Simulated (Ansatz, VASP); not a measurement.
Cu: VASP beside Ansatz

File INCAR:

```
ALGO = Fast
EDIFF = 1E-6
ENCUT = 520
GGA = PS
ISIF = 2
ISMEAR = 0
LASPH = T
LCHARG = T
LELF = T
LREAL = F
LVHAR = T
LWAVE = F
NBANDS = 18
NELM = 80
PREC = Accurate
SIGMA = 0.15
```

File KPOINTS:

```
k-points
0
Gamma
  26 26 14
```

Contents of POSCAR:

```
Cu
1.0
   -1.4450917219      1.4450917219      1.3600072129
    1.4450917219     -1.4450917219      1.3600072129
    2.8901834438      2.8901834438      0.0000000000
Cu
2
Direct
   -0.0489316194      0.0489316194      0.0000000000
    0.5489316194      0.4510683806      0.5000000000
```

Input for Ansatz:

```yaml
crystal:
  lattice:
    - [-1.4450917219, 1.4450917219, 1.3600072129]
    - [1.4450917219, -1.4450917219, 1.3600072129]
    - [2.8901834438, 2.8901834438, 0.0]
  atoms:
    - { symbol: Cu, position: [-0.0489316194, 0.0489316194, 0.0] }
    - { symbol: Cu, position: [0.5489316194, 0.4510683806, 0.5] }
basis:
  ecutwfc: 420
kpoints:
  mp_grid: { grid: [26, 26, 14] }
hamiltonian:
  xc: pbesol
scf:
  occupations: { method: gaussian, width: 0.15 }
output:
  forces: true
  stress: true
  eigenvalues: true
```

Change from the starting cell: mode 1 (-52.0 1/cm) frozen in, largest displacement -0.200 Å.

Alike in both runs: task single point; functional PBEsol; k mesh 26 × 26 × 14; occupations gaussian, width 0.15 eV; no spin polarisation.

|  | VASP | Ansatz |
| --- | --- | --- |
| version | VASP 6.6.1 | Ansatz 0.2.0 |
| potentials or method | VASP PAW PBE potentials, release 64 (Cu), cutoff 520 eV | scalar-relativistic, plane waves, PAW |
| valence electrons in the cell | 22 | 38 |

Ansatz gave:

- gap on the k mesh at the Fermi level (eV): none
- pressure (GPa): 0.1
- traceless stress, the component that is largest in VASP (GPa): -2.33
- rms of the force components (eV/Å): 0.008

Task: What did VASP give for the same quantities?

Result: gap on the k mesh at the Fermi level (eV): none; pressure (GPa): 0.7; traceless stress, the component that is largest in VASP (GPa): -2.30; rms of the force components (eV/Å): 0.007.

VASP's potentials were made for PBE, not for PBEsol. Atom by atom the forces differ by 0.000 eV/Å (rms over components). A gap of «none» marks a metal or a gap that the smearing closes. With one functional, cell and mesh, what is left measures potentials, basis and numerics. VASP's potentials hold 22 valence electrons a cell and Ansatz's 38, so a difference there can come from the potentials and not from the codes.
